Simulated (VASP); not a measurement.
# CdO (Fm-3m) in VASP: single point with r2SCAN

Aim: the single point of CdO with r2SCAN.

Everything below comes from runs of VASP 6.6.1. Logs are shortened: lines on timing, memory, paths and dates and some standing lists are left out, and cuts for length are marked.

### 1 The cell of the first run

It takes space group Fm-3m (No. 225, cubic). The conventional cell has a = 4.696 Å, b = 4.696 Å, c = 4.696 Å, α = 90.00°, β = 90.00°, γ = 90.00°. Within 3.1 Å of Cd (site symmetry m-3m) lie 6 O at 2.35 Å. O (site symmetry m-3m) has 6 Cd at 2.35 Å within 3.1 Å.

### 2 Single point, r2SCAN

File POSCAR:

```
CdO
1.0
    0.0000000000      2.3481500000      2.3481500000
    2.3481500000      0.0000000000      2.3481500000
    2.3481500000      2.3481500000      0.0000000000
Cd O
1 1
Direct
    0.0000000000      0.0000000000      0.0000000000
    0.5000000000      0.5000000000      0.5000000000
```

File INCAR.step1:

```
ALGO = Normal
EDIFF = 1E-5
ENCUT = 660
GGA = PE
GGA_COMPAT = False
ISMEAR = 0
LASPH = True
LCHARG = False
LREAL = False
LWAVE = True
NBANDS = 16
NELM = 120
PREC = Accurate
SIGMA = 0.1
```

File INCAR.step2:

```
ALGO = Normal
EDIFF = 1E-6
ENCUT = 660
GGA_COMPAT = False
ISIF = 2
ISMEAR = 0
ISTART = 1
LASPH = True
LCHARG = True
LELF = True
LMIXTAU = True
LREAL = False
LVHAR = True
LWAVE = False
METAGGA = R2SCAN
NBANDS = 16
NELM = 120
PREC = Accurate
SIGMA = 0.1
```

File KPOINTS:

```
k-points
0
Gamma
  6 6 6
```

Potentials or basis: VASP PAW PBE potentials, release 64 (Cd, O).

The run is started by

```sh
$ cat potpaw_PBE.64/Cd/POTCAR potpaw_PBE.64/O/POTCAR > POTCAR
$ cp INCAR.step1 INCAR
$ mpirun -np 1 vasp_std > vasp.out
$ cp INCAR.step2 INCAR
$ mpirun -np 1 vasp_std > vasp.out
```

OUTCAR:

```text
EDIFF = 1E-6
   ENCUT = 660
   ISIF = 2
   ISMEAR = 0
   ISTART = 1
   LASPH = True
   LREAL = False
   METAGGA = R2SCAN
   NELM = 120
   PREC = Accurate

 ion  position               nearest neighbor table
   1  0.000  0.000  0.000-   2 2.35   2 2.35   2 2.35   2 2.35   2 2.35   2 2.35
   2  0.500  0.500  0.500-   1 2.35   1 2.35   1 2.35   1 2.35   1 2.35   1 2.35

  LATTYP: Found a face centered cubic cell.
 ALAT       =     4.6963000000

  Lattice vectors:

 A1 = (   0.0000000000,   2.3481500000,   2.3481500000)
 A2 = (   2.3481500000,   0.0000000000,   2.3481500000)
 A3 = (   2.3481500000,   2.3481500000,   0.0000000000)

Analysis of symmetry for initial positions (statically):
=====================================================================
 Subroutine PRICEL returns:
 Original cell was already a primitive cell.

 Routine SETGRP: Setting up the symmetry group for a
 face centered cubic supercell.

 Subroutine GETGRP returns: Found 48 space group operations
 (whereof 48 operations were pure point group operations)
 out of a pool of 48 trial point group operations.

The static configuration has the point symmetry O_h .

Analysis of symmetry for dynamics (positions and initial velocities):
=====================================================================
 Subroutine PRICEL returns:
 Original cell was already a primitive cell.

 Routine SETGRP: Setting up the symmetry group for a
 face centered cubic supercell.

 Subroutine GETGRP returns: Found 48 space group operations
 (whereof 48 operations were pure point group operations)
 out of a pool of 48 trial point group operations.

The dynamic configuration has the point symmetry O_h .

 Subroutine INISYM returns: Found 48 space group operations
 (whereof 48 operations are pure point group operations),
 and found     1 'primitive' translations

----------------------------------------------------------------------------------------

                                     Primitive cell

  volume of cell :      25.8945

  direct lattice vectors                    reciprocal lattice vectors
     0.000000000  2.348150000  2.348150000    -0.212933586  0.212933586  0.212933586
     2.348150000  0.000000000  2.348150000     0.212933586 -0.212933586  0.212933586
     2.348150000  2.348150000  0.000000000     0.212933586  0.212933586 -0.212933586

  length of vectors
     3.320785576  3.320785576  3.320785576     0.368811790  0.368811790  0.368811790

  position of ions in fractional coordinates (direct lattice)
     0.000000000  0.000000000  0.000000000
     0.500000000  0.500000000  0.500000000

  ion indices of the primitive-cell ions
   primitive index   ion index
                 1           1
                 2           2

----------------------------------------------------------------------------------------

 KPOINTS: k-points

Automatic generation of k-mesh.
 Grid dimensions read from file:
 generate k-points for:    6    6    6

 Generating k-lattice:

  Cartesian coordinates                     Fractional coordinates (reciprocal lattice)
    -0.035488931  0.035488931  0.035488931     0.166666667  0.000000000  0.000000000
     0.035488931 -0.035488931  0.035488931     0.000000000  0.166666667  0.000000000
     0.035488931  0.035488931 -0.035488931     0.000000000  0.000000000  0.166666667

  Length of vectors
     0.061468632  0.061468632  0.061468632

  Shift w.r.t. Gamma in fractional coordinates (k-lattice)
     0.000000000  0.000000000  0.000000000

 Subroutine IBZKPT returns following result:
 ===========================================

 Found     16 irreducible k-points:

 Following reciprocal coordinates:
            Coordinates               Weight
  0.000000  0.000000  0.000000      1.000000
  0.166667  0.000000  0.000000      8.000000
  0.333333  0.000000  0.000000      8.000000
  0.500000  0.000000  0.000000      4.000000
  0.166667  0.166667  0.000000      6.000000
  0.333333  0.166667  0.000000     24.000000
[... 8 lines left out ...]
 -0.333333  0.333333  0.166667     24.000000
 -0.333333  0.500000  0.166667     12.000000
   k-points           NKPTS =     16   k-points in BZ     NKDIM =     16   number of bands    NBANDS=     16
   number of dos      NEDOS =    301   number of ions     NIONS =      2
   total plane-waves  NPLWV =  21952
   dimension x,y,z NGX =    28 NGY =   28 NGZ =   28
   dimension x,y,z NGXF=    56 NGYF=   56 NGZF=   56
   ions per type =               1   1
   NGX,Y,Z   is equivalent  to a cutoff of  14.02, 14.02, 14.02 a.u.
   NGXF,Y,Z  is equivalent  to a cutoff of  28.03, 28.03, 28.03 a.u.
 SYSTEM =  unknown system
   PREC   = accura    normal or accurate (medium, high low for compatibility)
   ISTART =      1    job   : 0-new  1-cont  2-samecut
   ICHARG =      0    charge: 1-file 2-atom 10-const
   ISPIN  =      1    spin polarized calculation?
   LNONCOLLINEAR =      F non collinear calculations
   LSORBIT =      F    spin-orbit coupling
   LASPH  =      T    aspherical Exc in radial PAW
   ENCUT  =  660.0 eV  48.51 Ry    6.96 a.u.   6.96  6.96  6.96*2*pi/ulx,y,z
   NELM   =    120;   NELMIN=  2; NELMDL=  0     # of ELM steps
   EDIFF  = 0.1E-05   stopping-criterion for ELM
   LREAL  =      F    real-space projection
   EDIFFG = 0.1E-04   stopping-criterion for IOM
   NSW    =      0    number of steps for IOM
   IBRION =     -1    ionic relax: 0-MD 1-quasi-New 2-CG
   NFREE  =      0    steps in history (QN), initial steepest desc. (CG)
   ISIF   =      2    stress and relaxation
   ISYM   =      2    0-nonsym 1-usesym 2-fastsym
   POTIM  = 0.5000    time-step for ionic-motion
   TEBEG  =    0.0;   TEEND  =   0.0 temperature during run
   PSTRESS=    0.0 pullay stress
   NELECT =      18.0000    total number of electrons
   NUPDOWN=      -1.0000    fix difference up-down
   EMIN   =  10.00;   EMAX   =-10.00  energy-range for DOS
   EFERMI =   0.00;   METHOD = LEGACY
   ISMEAR =     0;   SIGMA  =   0.10  broadening in eV -4-tet -1-fermi 0-gaus
   EFERMI_NEDOS =   21; number of points for ismear=-14 and -15
   IALGO  =     38    algorithm
   IMIX   =      4    mixing-type and parameters
     AMIX     =   0.40;   BMIX     =  1.00
     AMIX_MAG =   1.60;   BMIX_MAG =  1.00
  volume/ion in A,a.u.               =      12.95        87.37
  Fermi-wavevector in a.u.,A,eV,Ry     =   1.450206  2.740493 28.614395  2.103099
  Thomas-Fermi vector in A             =   2.567845
   LORBIT       =      0    0 simple, 1 ext, 2 COOP (PROOUT), +10 PAW based schemes
   METAGGA = R2SCAN    functional components
   LHFCALC =     F    Hartree Fock is set to
   AEXX    =    0.0000 exact exchange contribution
   IVDW    =     0    specifies the selected vdW correction
   LEPSILON=     F    determine dielectric tensor
   LRPA    =     F    only Hartree local field effects (RPA)
 non-spin polarized calculation
 Gauss-broadening in eV      SIGMA  =   0.10
  energy-cutoff  :      660.00
  volume of cell :       25.89
 maximum number of plane-waves:      1018
   NGX = 13   NGY = 13   NGZ = 13

 number of electron      18.0000002 magnetization

 Free energy of the ion-electron system (eV)
  ---------------------------------------------------
  ext. energy  EPLUGINS =         0.00000000
  ---------------------------------------------------
  free energy    TOTEN  =       -28.55860198 eV

  energy without entropy =      -28.55748616  energy(sigma->0) =      -28.55804407

 E-fermi :   1.8344     XC(G=0): -12.3397

 val. band max:        1.8090616637   @ k =   0.0000   0.0000   0.0000
 cond. band min:       3.6899072432   @ k =   0.1667   0.0000   0.0000
 fundamental gap:      1.8808455795
 Fermi energy:         1.8343879333

 k-point     1 :       0.0000    0.0000    0.0000
  band No.  band energies     occupation
      1     -16.5864      2.00000
      2      -5.1434      2.00000
      3      -5.1434      2.00000
      4      -5.1434      2.00000
      5      -4.8256      2.00000
      6      -4.8256      2.00000
[... 8 lines left out ...]
     15      21.0687      0.00000
     16      21.0687      0.00000

 k-point     2 :       0.1667    0.0000    0.0000
  band No.  band energies     occupation
      1     -16.4121      2.00000
      2      -5.2680      2.00000
      3      -5.1774      2.00000
      4      -5.1774      2.00000
      5      -4.9262      2.00000
      6      -4.9262      2.00000
[... 8 lines left out ...]
     15      21.4911      0.00000
     16      21.4911      0.00000

 k-point     3 :       0.3333    0.0000    0.0000
  band No.  band energies     occupation
      1     -16.0379      2.00000
      2      -5.7291      2.00000
      3      -5.5687      2.00000
      4      -5.5687      2.00000
      5      -4.7231      2.00000
      6      -4.7231      2.00000
[... 8 lines left out ...]
     15      23.1069      0.00000
     16      23.1069      0.00000

 k-point     4 :       0.5000    0.0000    0.0000
  band No.  band energies     occupation
      1     -15.8354      2.00000
      2      -6.0607      2.00000
      3      -5.7569      2.00000
      4      -5.7569      2.00000
      5      -4.5987      2.00000
      6      -4.5987      2.00000
[... 8 lines left out ...]
     15      23.9620      0.00000
     16      24.8344      0.00000
[... 172 lines left out ...]
 k-point    14 :       0.5000    0.3333    0.1667
  band No.  band energies     occupation
      1     -15.9515      2.00000
      2      -5.4848      2.00000
      3      -5.4063      2.00000
      4      -5.3408      2.00000
      5      -4.6947      2.00000
      6      -4.4995      2.00000
[... 8 lines left out ...]
     15      23.8410      0.00000
     16      26.6354      0.00000

 k-point    15 :      -0.3333    0.3333    0.1667
  band No.  band energies     occupation
      1     -15.8717      2.00000
      2      -5.5653      2.00000
      3      -5.3279      2.00000
      4      -5.3001      2.00000
      5      -4.5592      2.00000
      6      -4.4929      2.00000
[... 8 lines left out ...]
     15      21.8577      0.00000
     16      27.6812      0.00000

 k-point    16 :      -0.3333    0.5000    0.1667
  band No.  band energies     occupation
      1     -15.9089      2.00000
      2      -5.4557      2.00000
      3      -5.1555      2.00000
      4      -4.9730      2.00000
      5      -4.4641      2.00000
      6      -4.2362      2.00000
[... 8 lines left out ...]
     15      24.0044      0.00000
     16      27.3675      0.00000

------------------------ aborting loop because EDIFF is reached ----------------------------------------

  FORCE on cell =-STRESS in cart. coord.  units (eV):
  Direction    XX          YY          ZZ          XY          YZ          ZX
  --------------------------------------------------------------------------------------
  -------------------------------------------------------------------------------------
  Total        0.4140904      0.4140904      0.4140904     -0.0000000     -0.0000000     -0.0000000
  in kB       25.6211254     25.6211254     25.6211254     -0.0000000     -0.0000000     -0.0000000
  external PRESSURE =      25.6211254 kB  Pullay stress =       0.0000000 kB

 VOLUME and BASIS-vectors are now :
 -----------------------------------------------------------------------------
  energy-cutoff  :      660.00
  volume of cell :       25.89
      direct lattice vectors                 reciprocal lattice vectors
     0.000000000  2.348150000  2.348150000    -0.212933586  0.212933586  0.212933586
     2.348150000  0.000000000  2.348150000     0.212933586 -0.212933586  0.212933586
     2.348150000  2.348150000  0.000000000     0.212933586  0.212933586 -0.212933586

 POSITION                                       TOTAL-FORCE (eV/Angst)
 -----------------------------------------------------------------------------------
      0.00000      0.00000      0.00000        -0.000000      0.000000     -0.000000
      2.34815      2.34815      2.34815         0.000000     -0.000000      0.000000
 -----------------------------------------------------------------------------------
    total drift:                                0.000000      0.000000      0.000000

  FREE ENERGIE OF THE ION-ELECTRON SYSTEM (eV)
  ---------------------------------------------------
  free  energy   TOTEN  =       -28.5586019758 eV

  energy  without entropy=      -28.5574861633  energy(sigma->0) =      -28.55804407
```

Run time: 34 s. Hardware: 1 thread of Intel Xeon 6975P-C, shared host; peak memory 0.17 GiB.

Results:

```yaml
Free_energy: -28.5586 eV
Pressure: 2.6 GPa
```

Caveat: the k points lie up to 0.39 Å⁻¹ apart; the PAW data sets were made with another functional, which shifts forces and pressure a little.
